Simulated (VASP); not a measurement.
Write the native input for VASP 6.6.1 that does the following.

| Item | Value |
| --- | --- |
| Task | single point |
| Functional | PBE |
| Potentials or basis | VASP PAW PBE potentials, release 64 (Zn, O) |
| Cutoff | 520 eV |
| k mesh | 12 × 12 × 4 |
| Occupations | gaussian, width 0.1 eV |
| Spin | no spin polarisation |
| Dipole correction | no |
| k mesh for the DOS | 18 × 18 × 6 |
| Occupations for the DOS | tetrahedron |
| Further INCAR settings | ALGO = Normal; EDIFF = 1e-07; NBANDS = 36 |

Zn2O5:

```
Zn O
1.0
     3.17284    0.00000    0.00000
    -1.58642    2.74776    0.00000
     0.00000    0.00000    8.76451
Zn O
2 5
Direct
  0.33333 0.66667 0.14057
  0.66667 0.33333 0.85943
  0.66667 0.33333 0.26038
  0.66667 0.33333 0.41575
  0.33333 0.66667 0.73962
  0.33333 0.66667 0.58425
  0.00000 0.00000 0.00000
```

The input as run:

POSCAR

```
Zn2O5
1.0
    3.1728440570      0.0000000000      0.0000000000
   -1.5864220285      2.7477635556      0.0000000000
    0.0000000000      0.0000000000      8.7645148517
Zn O
2 5
Direct
    0.3333333333      0.6666666667      0.1405675177
    0.6666666667      0.3333333333      0.8594324823
    0.6666666667      0.3333333333      0.2603751813
    0.6666666667      0.3333333333      0.4157477321
    0.3333333333      0.6666666667      0.7396248187
    0.3333333333      0.6666666667      0.5842522679
    0.0000000000      0.0000000000      0.0000000000
```

INCAR.step1

```
SYSTEM = Zn2O5
ALGO = Normal
EDIFF = 1E-7
ENCUT = 520
GGA = PE
ISIF = 2
ISMEAR = 0
LASPH = .True.
LCHARG = .True.
LREAL = .False.
LWAVE = .False.
NBANDS = 36
NELM = 60
PREC = Accurate
SIGMA = 0.1
```

KPOINTS.step1

```
k-points
0
Gamma
  12 12 4
  0 0 0
```

INCAR.step2

```
SYSTEM = Zn2O5
ALGO = Normal
EDIFF = 1E-7
ENCUT = 520
GGA = PE
ICHARG = 11
ISIF = 2
ISMEAR = -5
LASPH = .True.
LCHARG = .False.
LORBIT = 11
LREAL = .False.
LWAVE = .False.
NBANDS = 36
NEDOS = 2001
NELM = 60
PREC = Accurate
SIGMA = 0.1
```

KPOINTS.step2

```
k-points
0
Gamma
  18 18 6
  0 0 0
```

Potentials or basis: VASP PAW PBE potentials, release 64 (Zn, O).

The run is started by

```bash
$ cat potpaw_PBE.64/Zn/POTCAR potpaw_PBE.64/O/POTCAR > POTCAR
$ cp INCAR.step1 INCAR
$ cp KPOINTS.step1 KPOINTS
$ mpirun -np 1 vasp_std > vasp.out
$ cp INCAR.step2 INCAR
$ cp KPOINTS.step2 KPOINTS
$ mpirun -np 1 vasp_std > vasp.out
```

Results of the run:

The valence electrons inside the program's atomic spheres are Zn 10.65; O 4.96, 4.78, 4.95 (each value once).

Run time: 5.1 min on 1 thread of Intel(R) Xeon(R) Platinum 8488C (Sapphire Rapids) (shared host), peak memory 0.49 GiB.
